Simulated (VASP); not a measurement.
**Te: single point with r2SCAN**

Te:

```
Te
1.0
    -2.95779    3.87597    1.53515
     2.95779   -3.87597    1.53515
     2.95779    3.87597   -1.53515
Te
2
Direct
  0.99907 0.24907 0.75000
  0.00093 0.75093 0.25000
```

```json
{"Program": "VASP 6.6.1", "Task": "single point", "Functional": "r2SCAN", "Potentials or basis": "VASP PAW PBE potentials, release 64 (Te)", "Cutoff": "520 eV", "k mesh": "11 × 11 × 11", "Occupations": "methfessel-paxton, width 0.1 eV", "Spin": "no spin polarisation", "Dipole correction": "no", "Further INCAR settings": "ALGO = Normal; EDIFF = 1e-06; NBANDS = 13"}
```

```
Pressure               : 0.1 GPa
Largest force          : 0.003 eV/Å
Band gap on the k mesh : zero (bands 6 and 7 overlap by 4.17 eV)
```

Forces in eV/Å, atoms in the order of the input:
```
Te   0.000  0.000  0.003
Te   0.000  0.000 -0.003
```

Stress tensor (GPa, compression positive):
```
-0.20  0.00  0.00
 0.00 -0.31  0.00
 0.00  0.00  0.96
```

Levels at points of the mesh, in eV from the Fermi level:
```
           k point  band 3  band 4  band 5  band 6  band 7  band 8  band 9  band 10
(0.00, 0.00, 0.00)   -5.74   -2.13   -1.68    3.11    3.42    3.89    4.44     4.98
```

Wall time 5.7 min on 1 thread of Intel(R) Xeon(R) 6975P-C (Granite Rapids), with other jobs on the host, peak memory 0.36 GiB.

Caveat: the PAW data sets were made with another functional, which shifts forces and pressure a little; spin-orbit coupling is left out, which moves the levels of the heavy elements.
